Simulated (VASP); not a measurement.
GaS, 8 atoms in the cell. It takes space group P6_3/mmc (No. 194, hexagonal). Conventional cell: a = 3.585 Å, b = 3.585 Å, c = 15.500 Å, α = 90.00°, β = 90.00°, γ = 120.00°. Ga (site symmetry 3m) has 3 S at 2.34 Å and 1 Ga at 2.48 Å within 3.1 Å. S (site symmetry 3m) has 3 Ga at 2.34 Å within 3.1 Å. 

```yaml
Program: VASP 6.6.1
Task: vibrations by perturbation theory
Functional: LDA
Potentials_or_basis: VASP PAW LDA potentials, release 64 (Ga_d, S)
Cutoff: 500 eV
k_mesh: 6 × 6 × 2
Occupations: gaussian, width 0.01 eV
Spin: no spin polarisation
Dipole_correction: no
Further_INCAR_settings: ALGO = Normal; EDIFF = 1e-08; NBANDS = 48; IBRION = 8; NSW = 1
```

Potentials or basis: VASP PAW LDA potentials, release 64 (Ga_d, S).

The run is started by

```bash
$ cat potpaw_LDA.64/Ga_d/POTCAR potpaw_LDA.64/S/POTCAR > POTCAR
$ mpirun -np 4 vasp_std > vasp.out
```

Hardware: 4 MPI ranks on Intel(R) Xeon(R) Platinum 8259CL CPU @ 2.50GHz (Skylake/Cascade Lake), with other jobs on the host.

Estimate the wall time of this run.

It took 15 min on 4 MPI ranks on Intel(R) Xeon(R) Platinum 8259CL CPU @ 2.50GHz (Skylake/Cascade Lake), with other jobs on the host, peak memory 0.71 GiB a rank. Counts: scf iterations 93, k points 14.
